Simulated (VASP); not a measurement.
# Ti2Ge6Mo (Fmmm) in VASP: notebook

Runs on Ti2Ge6Mo. Level: PBE. Tasks: single point.

Everything below comes from runs of VASP 6.6.1. Logs are shortened: lines on timing, memory, paths and dates and some standing lists are left out, and cuts for length are marked.

## (1) The cell of the first run

It takes space group Fmmm (No. 69, orthorhombic). Conventional cell: a = 4.743 Å, b = 8.485 Å, c = 14.285 Å, α = 90.00°, β = 90.00°, γ = 90.00°. Within 3.6 Å of Ti (site symmetry mm2) lie 10 Ge at 2.74 to 2.87 Å and 2 Ti at 3.30 Å and 2 Mo at 3.39 Å. Within 3.6 Å of Ge (site symmetry m) lie 1 Mo at 2.72 Å and 4 Ti at 2.74 to 2.87 Å and 9 Ge at 2.75 to 3.41 Å. Ge (site symmetry m2m) has 3 Mo at 2.74 to 2.87 Å and 9 Ge at 2.75 to 3.34 Å and 2 Ti at 2.79 Å within 3.6 Å. Within 3.6 Å of Mo (site symmetry mmm) lie 10 Ge at 2.72 to 2.87 Å and 4 Ti at 3.39 Å.

## (2) Single point, PBE

Input file INCAR:

```
SYSTEM = Ti2Ge6Mo
  PREC = Accurate
  ENCUT = 520
  EDIFF = 1E-6
  ISMEAR = 0
  SIGMA = 0.1
  LREAL = .FALSE.
  LASPH = .TRUE.
  NELM = 60
  ALGO = Normal
  ISIF = 2
  LWAVE = .FALSE.
  LCHARG = .TRUE.
  GGA = PE
  LELF = .TRUE.
  LVHAR = .TRUE.
  NBANDS = 71
```

Input file KPOINTS:

```
regular mesh
0
G
  4 4 4
  0 0 0
```

Input file POSCAR:

```
Ti2Ge6Mo
1.0
    0.0000000000      4.2423831000      7.1422552000
    2.3717241000      0.0000000000      7.1422552000
    2.3717241000      4.2423831000      0.0000000000
Ti Ge Mo
2 6 1
Direct
    0.6696910000      0.6696910000      0.3303090000
    0.3303090000      0.3303090000      0.6696910000
    0.0018880000      0.3264800000      0.6735200000
    0.3378750000      0.6621250000      0.3378750000
    0.6735200000      0.9981120000      0.0018880000
    0.3264800000      0.0018880000      0.9981120000
    0.6621250000      0.3378750000      0.6621250000
    0.9981120000      0.6735200000      0.3264800000
    0.0000000000      0.0000000000      0.0000000000
```

Potentials or basis: VASP PAW PBE potentials, release 64 (Ti_sv, Ge_d, Mo_sv).

Run with:

```bash
$ cat potpaw_PBE.64/Ti_sv/POTCAR potpaw_PBE.64/Ge_d/POTCAR potpaw_PBE.64/Mo_sv/POTCAR > POTCAR
$ mpirun -np 1 vasp_std > vasp.out
```

OUTCAR:

```text
SYSTEM = Ti2Ge6Mo
   PREC = Accurate
   ENCUT = 520
   EDIFF = 1E-6
   ISMEAR = 0
   LREAL = .FALSE.
   LASPH = .TRUE.
   NELM = 60
   ISIF = 2
   GGA = PE

 ion  position               nearest neighbor table
   1  0.670  0.670  0.330-   5 2.74   8 2.74   6 2.74   6 2.74   3 2.74   3 2.74   7 2.79   4 2.79
                             3 2.87   6 2.87
   2  0.330  0.330  0.670-   3 2.74   6 2.74   8 2.74   8 2.74   5 2.74   5 2.74   4 2.79   7 2.79
                             5 2.87   8 2.87
   3  0.002  0.326  0.674-   9 2.72   2 2.74   1 2.74   1 2.74   6 2.75   7 2.78   6 2.80   6 2.80
                             1 2.87   8 2.87
   4  0.338  0.662  0.338-   9 2.74   9 2.74   7 2.75   6 2.78   8 2.78   2 2.79   1 2.79   7 2.80
                             7 2.80   9 2.87
   5  0.674  0.998  0.002-   9 2.72   1 2.74   2 2.74   2 2.74   8 2.75   7 2.78   8 2.80   8 2.80
                             2 2.87   6 2.87
   6  0.326  0.002  0.998-   9 2.72   2 2.74   1 2.74   1 2.74   3 2.75   4 2.78   3 2.80   3 2.80
                             1 2.87   5 2.87
   7  0.662  0.338  0.662-   9 2.74   9 2.74   4 2.75   3 2.78   5 2.78   2 2.79   1 2.79   4 2.80
                             4 2.80   9 2.87
   8  0.998  0.674  0.326-   9 2.72   1 2.74   2 2.74   2 2.74   5 2.75   4 2.78   5 2.80   5 2.80
                             2 2.87   3 2.87
   9  0.000  0.000  0.000-   3 2.72   5 2.72   6 2.72   8 2.72   7 2.74   7 2.74   4 2.74   4 2.74
                             7 2.87   4 2.87

  LATTYP: Found a face centered orthorhombic cell.
 ALAT       =     4.7434482000
 B/A-ratio  =     1.7887338160
 C/A-ratio  =     3.0114190769

  Lattice vectors:

 A1 = (   0.0000000000,   4.2423831000,   7.1422552000)
 A2 = (   2.3717241000,   0.0000000000,   7.1422552000)
 A3 = (   2.3717241000,   4.2423831000,   0.0000000000)

Analysis of symmetry for initial positions (statically):
=====================================================================
 Subroutine PRICEL returns:
 Original cell was already a primitive cell.

 Routine SETGRP: Setting up the symmetry group for a
 face centered orthorhombic supercell.

 Subroutine GETGRP returns: Found  8 space group operations
 (whereof  8 operations were pure point group operations)
 out of a pool of  8 trial point group operations.

The static configuration has the point symmetry D_2h.

Analysis of symmetry for dynamics (positions and initial velocities):
=====================================================================
 Subroutine PRICEL returns:
 Original cell was already a primitive cell.

 Routine SETGRP: Setting up the symmetry group for a
 face centered orthorhombic supercell.

 Subroutine GETGRP returns: Found  8 space group operations
 (whereof  8 operations were pure point group operations)
 out of a pool of  8 trial point group operations.

The dynamic configuration has the point symmetry D_2h.

 Subroutine INISYM returns: Found  8 space group operations
 (whereof  8 operations are pure point group operations),
 and found     1 'primitive' translations

----------------------------------------------------------------------------------------

                                     Primitive cell

  volume of cell :     143.7273

  direct lattice vectors                    reciprocal lattice vectors
     0.000000000  4.242383100  7.142255200    -0.210817101  0.117858286  0.070005900
     2.371724100  0.000000000  7.142255200     0.210817101 -0.117858286  0.070005900
     2.371724100  4.242383100  0.000000000     0.210817101  0.117858286 -0.070005900

  length of vectors
     8.307203122  7.525748106  4.860338422     0.251466204  0.251466204  0.251466204

  position of ions in fractional coordinates (direct lattice)
     0.669691000  0.669691000  0.330309000
     0.330309000  0.330309000  0.669691000
     0.001888000  0.326480000  0.673520000
     0.337875000  0.662125000  0.337875000
     0.673520000  0.998112000  0.001888000
     0.326480000  0.001888000  0.998112000
     0.662125000  0.337875000  0.662125000
     0.998112000  0.673520000  0.326480000
     0.000000000  0.000000000  0.000000000

  ion indices of the primitive-cell ions
   primitive index   ion index
                 1           1
                 2           2
                 3           3
                 4           4
                 5           5
                 6           6
                 7           7
                 8           8
                 9           9

----------------------------------------------------------------------------------------

 KPOINTS: regular mesh

Automatic generation of k-mesh.
 Grid dimensions read from file:
 generate k-points for:    4    4    4

 Generating k-lattice:

  Cartesian coordinates                     Fractional coordinates (reciprocal lattice)
    -0.052704275  0.029464571  0.017501475     0.250000000  0.000000000  0.000000000
     0.052704275 -0.029464571  0.017501475     0.000000000  0.250000000  0.000000000
     0.052704275  0.029464571 -0.017501475     0.000000000  0.000000000  0.250000000

  Length of vectors
     0.062866551  0.062866551  0.062866551

  Shift w.r.t. Gamma in fractional coordinates (k-lattice)
     0.000000000  0.000000000  0.000000000

 Subroutine IBZKPT returns following result:
 ===========================================

 Found     18 irreducible k-points:

 Following reciprocal coordinates:
            Coordinates               Weight
  0.000000  0.000000  0.000000      1.000000
  0.250000  0.000000 -0.000000      8.000000
  0.500000  0.000000 -0.000000      4.000000
  0.250000  0.250000  0.000000      2.000000
  0.500000  0.250000 -0.000000      8.000000
 -0.250000  0.250000  0.000000      4.000000
[... 10 lines left out ...]
 -0.250000  0.250000  0.500000      2.000000
  0.000000  0.500000  0.500000      1.000000
   k-points           NKPTS =     18   k-points in BZ     NKDIM =     18   number of bands    NBANDS=     71
   number of dos      NEDOS =    301   number of ions     NIONS =      9
   total plane-waves  NPLWV = 129024
   dimension x,y,z NGX =    64 NGY =   56 NGZ =   36
   dimension x,y,z NGXF=   128 NGYF=  112 NGZF=   72
   ions per type =               2   6   1
   NGX,Y,Z   is equivalent  to a cutoff of  12.81, 12.37, 12.31 a.u.
   NGXF,Y,Z  is equivalent  to a cutoff of  25.62, 24.74, 24.63 a.u.
 SYSTEM =  Ti2Ge6Mo
   PREC   = accura    normal or accurate (medium, high low for compatibility)
   ISTART =      0    job   : 0-new  1-cont  2-samecut
   ICHARG =      2    charge: 1-file 2-atom 10-const
   ISPIN  =      1    spin polarized calculation?
   LNONCOLLINEAR =      F non collinear calculations
   LSORBIT =      F    spin-orbit coupling
   LASPH  =      T    aspherical Exc in radial PAW
   ENCUT  =  520.0 eV  38.22 Ry    6.18 a.u.  15.45 13.99  9.04*2*pi/ulx,y,z
   NELM   =     60;   NELMIN=  2; NELMDL= -5     # of ELM steps
   EDIFF  = 0.1E-05   stopping-criterion for ELM
   LREAL  =      F    real-space projection
[... 7 lines left out ...]
   TEBEG  =    0.0;   TEEND  =   0.0 temperature during run
   PSTRESS=    0.0 pullay stress
   NELECT =     122.0000    total number of electrons
   NUPDOWN=      -1.0000    fix difference up-down
   EMIN   =  10.00;   EMAX   =-10.00  energy-range for DOS
   EFERMI =   0.00;   METHOD = LEGACY
   ISMEAR =     0;   SIGMA  =   0.10  broadening in eV -4-tet -1-fermi 0-gaus
   EFERMI_NEDOS =   21; number of points for ismear=-14 and -15
   IALGO  =     38    algorithm
   IMIX   =      4    mixing-type and parameters
     AMIX     =   0.40;   BMIX     =  1.00
     AMIX_MAG =   1.60;   BMIX_MAG =  1.00
  volume/ion in A,a.u.               =      15.97       107.77
  Fermi-wavevector in a.u.,A,eV,Ry     =   1.550059  2.929187 32.690497  2.402684
  Thomas-Fermi vector in A             =   2.654777
   LORBIT       =      0    0 simple, 1 ext, 2 COOP (PROOUT), +10 PAW based schemes
   GGA     = PE    functional components
   LHFCALC =     F    Hartree Fock is set to
   AEXX    =    0.0000 exact exchange contribution
   IVDW    =     0    specifies the selected vdW correction
   LEPSILON=     F    determine dielectric tensor
   LRPA    =     F    only Hartree local field effects (RPA)
 non-spin polarized calculation
 Gauss-broadening in eV      SIGMA  =   0.10
  energy-cutoff  :      520.00
  volume of cell :      143.73
 maximum number of plane-waves:      3908
 NGX is ok and might be reduce to    64

 number of electron     122.0000007 magnetization

 Free energy of the ion-electron system (eV)
  ---------------------------------------------------
  ext. energy  EPLUGINS =         0.00000000
  ---------------------------------------------------
  free energy    TOTEN  =       -55.94844363 eV

  energy without entropy =      -55.93074347  energy(sigma->0) =      -55.93959355

 E-fermi :   8.6074     XC(G=0): -12.2302

 val. band max:        8.5922894819   @ k =  -0.2500   0.2500   0.0000
 cond. band min:       8.6203933068   @ k =   0.0000   0.5000   0.5000
 fundamental gap:      0.0281038249
 Fermi energy:         8.6073825215

 k-point     1 :       0.0000    0.0000    0.0000
  band No.  band energies     occupation
      1     -51.9494      2.00000
      2     -47.9041      2.00000
      3     -47.8952      2.00000
      4     -26.1139      2.00000
      5     -26.0821      2.00000
      6     -25.9988      2.00000
[... 63 lines left out ...]
     70      11.9314      0.00000
     71      12.0487      0.00000

 k-point     2 :       0.2500    0.0000   -0.0000
  band No.  band energies     occupation
      1     -51.9494      2.00000
      2     -47.9028      2.00000
      3     -47.8964      2.00000
      4     -26.1143      2.00000
      5     -26.0841      2.00000
      6     -25.9989      2.00000
[... 63 lines left out ...]
     70      11.7576      0.00000
     71      12.2310      0.00000

 k-point     3 :       0.5000    0.0000   -0.0000
  band No.  band energies     occupation
      1     -51.9493      2.00000
      2     -47.8996      2.00000
      3     -47.8996      2.00000
      4     -26.1148      2.00000
      5     -26.0860      2.00000
      6     -25.9989      2.00000
[... 1099 lines left out ...]
     70      11.1422      0.00000
     71      11.1850      0.00000

 k-point    18 :       0.0000    0.5000    0.5000
  band No.  band energies     occupation
      1     -51.9494      2.00000
      2     -47.9040      2.00000
      3     -47.8952      2.00000
      4     -26.1175      2.00000
      5     -26.0823      2.00000
      6     -25.9985      2.00000
[... 63 lines left out ...]
     70      11.8053      0.00000
     71      11.9973      0.00000

------------------------ aborting loop because EDIFF is reached ----------------------------------------

  FORCE on cell =-STRESS in cart. coord.  units (eV):
  Direction    XX          YY          ZZ          XY          YZ          ZX
  --------------------------------------------------------------------------------------
  -------------------------------------------------------------------------------------
  Total        0.3555078     -0.1190113      0.0332286      0.0000000      0.0000000      0.0000000
  in kB        3.9629661     -1.3266594      0.3704100      0.0000000      0.0000000      0.0000000
  external PRESSURE =       1.0022389 kB  Pullay stress =       0.0000000 kB

 VOLUME and BASIS-vectors are now :
 -----------------------------------------------------------------------------
  energy-cutoff  :      520.00
  volume of cell :      143.73
      direct lattice vectors                 reciprocal lattice vectors
     0.000000000  4.242383100  7.142255200    -0.210817101  0.117858286  0.070005900
     2.371724100  0.000000000  7.142255200     0.210817101 -0.117858286  0.070005900
     2.371724100  4.242383100  0.000000000     0.210817101  0.117858286 -0.070005900

 POSITION                                       TOTAL-FORCE (eV/Angst)
 -----------------------------------------------------------------------------------
      2.37172      4.24238      9.56621         0.000000      0.000000     -0.009421
      2.37172      4.24238      4.71830         0.000000      0.000000      0.009421
      2.37172      2.86534      2.34529         0.000000     -0.009587      0.080148
      2.37172      2.86679      7.14226         0.000000      0.032513      0.000000
      2.37172      2.86534     11.93922         0.000000     -0.009587     -0.080148
      2.37172      5.61943      2.34529         0.000000      0.009587      0.080148
      2.37172      5.61798      7.14226         0.000000     -0.032513      0.000000
      2.37172      5.61943     11.93922         0.000000      0.009587     -0.080148
      0.00000      0.00000      0.00000         0.000000      0.000000     -0.000000
 -----------------------------------------------------------------------------------
    total drift:                                0.000000      0.000000      0.000000

  FREE ENERGIE OF THE ION-ELECTRON SYSTEM (eV)
  ---------------------------------------------------
  free  energy   TOTEN  =       -55.9484436325 eV

  energy  without entropy=      -55.9307434750  energy(sigma->0) =      -55.93959355
```

It took 4.3 min on 1 thread of Intel Xeon Platinum 8488C (Sapphire Rapids), shared host; peak memory 0.42 GiB.

What came out:

| Quantity | Value |
| --- | --- |
| Free energy | -55.9484 eV |
| Pressure | 0.1 GPa |
| Largest force | 0.081 eV/Å |
| Band gap on the k mesh | zero (bands 61 and 62 overlap by 0.99 eV) |

Forces in eV/Å, atoms in the order of the input:
```
Ti   0.000  0.000 -0.009
Ti   0.000  0.000  0.009
Ge   0.000 -0.010  0.080
Ge   0.000  0.033  0.000
Ge   0.000 -0.010 -0.080
Ge   0.000  0.010  0.080
Ge   0.000 -0.033  0.000
Ge   0.000  0.010 -0.080
Mo   0.000  0.000  0.000
```

Stress tensor (GPa, compression positive):
```
 0.40  0.00  0.00
 0.00 -0.13  0.00
 0.00  0.00  0.04
```

Caveat: the k points lie up to 0.40 Å⁻¹ apart, too coarse for converged energies and pressures of a metal.

## (3) Single point, PBE

This run uses another cell than the first one, of the same volume but with other edges.

Input file INCAR:

```
  ALGO = Normal
  EDIFF = 1E-6
  ENCUT = 520
  GGA = PE
  ISIF = 2
  ISMEAR = 0
  LASPH = True
  LCHARG = False
  LREAL = False
  LWAVE = False
  NBANDS = 71
  NELM = 100
  PREC = Accurate
  SIGMA = 0.2
```

Input file KPOINTS:

```
k-points
0
Gamma
  6 6 6
```

Input file POSCAR:

```
Ti2Ge6Mo
1.0
    4.7434482000      0.0000000000      0.0000000000
    2.3717241000      4.2423831000      0.0000000000
    2.3717241000      0.0000000000      7.1422552000
Ti Ge Mo
2 6 1
Direct
    0.3303090000      0.0000000000      0.3393820000
    0.6696910000      0.0000000000      0.6606180000
    0.9981120000      0.6754080000      0.3283680000
    0.6621250000      0.6757500000      1.0000000000
    0.3264800000      0.6754080000      0.6716320000
    0.6735200000      0.3245920000      0.3283680000
    0.3378750000      0.3242500000      1.0000000000
    0.0018880000      0.3245920000      0.6716320000
    0.0000000000      0.0000000000      0.0000000000
```

Potentials or basis: VASP PAW PBE potentials, release 64 (Ti_sv, Ge_d, Mo_sv).

Run with:

```bash
$ cat potpaw_PBE.64/Ti_sv/POTCAR potpaw_PBE.64/Ge_d/POTCAR potpaw_PBE.64/Mo_sv/POTCAR > POTCAR
$ mpirun -np 1 vasp_std > vasp.out
```

Run time: 6.7 min. Hardware: 1 thread of Intel Xeon Platinum 8488C (Sapphire Rapids), shared host; peak memory 0.5 GiB.

The run converged. Its results:

* Free energy: -55.9480 eV
* Pressure: 0.2 GPa
* Largest force: 0.047 eV/Å
* Band gap on the k mesh: zero (bands 61 and 62 overlap by 1.16 eV)

Forces in eV/Å, atoms in the order of the input:
```
Ti   0.000  0.000 -0.047
Ti   0.000  0.000  0.047
Ge   0.000 -0.002 -0.020
Ge   0.000 -0.002  0.000
Ge   0.000 -0.002  0.020
Ge   0.000  0.002 -0.020
Ge   0.000  0.002  0.000
Ge   0.000  0.002  0.020
Mo   0.000  0.000  0.000
```

Stress tensor (GPa, compression positive):
```
 0.36  0.00  0.00
 0.00  0.42  0.00
 0.00  0.00 -0.06
```

Levels at points of the mesh, in eV from the Fermi level:
```csv
k point,band 58,band 59,band 60,band 61,band 62,band 63,band 64,band 65
"(0.00, 0.00, 0.00)",-0.96,-0.91,-0.83,-0.69,-0.42,1.61,2.83,3.03
"(0.50, 0.00, 0.00)",-1.03,-0.42,-0.25,-0.08,0.21,1.08,1.85,2.06
"(0.00, 0.50, 0.00)",-0.42,-0.42,-0.21,0.27,0.31,0.74,0.87,1.50
"(0.00, 0.00, 0.50)",-0.76,-0.65,-0.65,-0.58,-0.43,0.15,1.87,2.09
"(0.00, 0.50, 0.50)",-0.09,-0.01,0.13,0.57,0.70,0.80,0.95,1.17
```

The gap in the log of VASP goes by the Fermi energy; the results here count the filled bands.